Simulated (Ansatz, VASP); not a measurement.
# Two plane-wave programs on PbS

```xyz
2
Lattice="0.0000 3.0171 3.0171 3.0171 0.0000 3.0171 3.0171 3.0171 0.0000" Properties=species:S:1:pos:R:3 pbc="T T T"
Pb    0.0000    0.0000    0.0000
S     3.0171    3.0171    3.0171
```

Change from the starting cell: hydrostatic strain +1.0%.

Alike in both runs: task single point; functional PBE; k mesh 8 × 8 × 8; occupations fermi-dirac, width 0.02 eV; no spin polarisation.

```csv
,VASP,Ansatz
version,VASP 6.6.1,Ansatz 0.2.0
potentials or method,"VASP PAW PBE potentials, release 64 (Pb_d, S)","plane waves, PAW"
plane-wave cutoff (eV),520,420
valence electrons in the cell,20,20
```

|  | VASP | Ansatz | Ansatz less VASP |
| --- | --- | --- | --- |
| pressure (GPa) | -0.7 | -0.7 | +0.07 |

The functional is the same, so the differences come from potentials, cutoffs and numerics.

Neither program's run includes spin-orbit coupling.
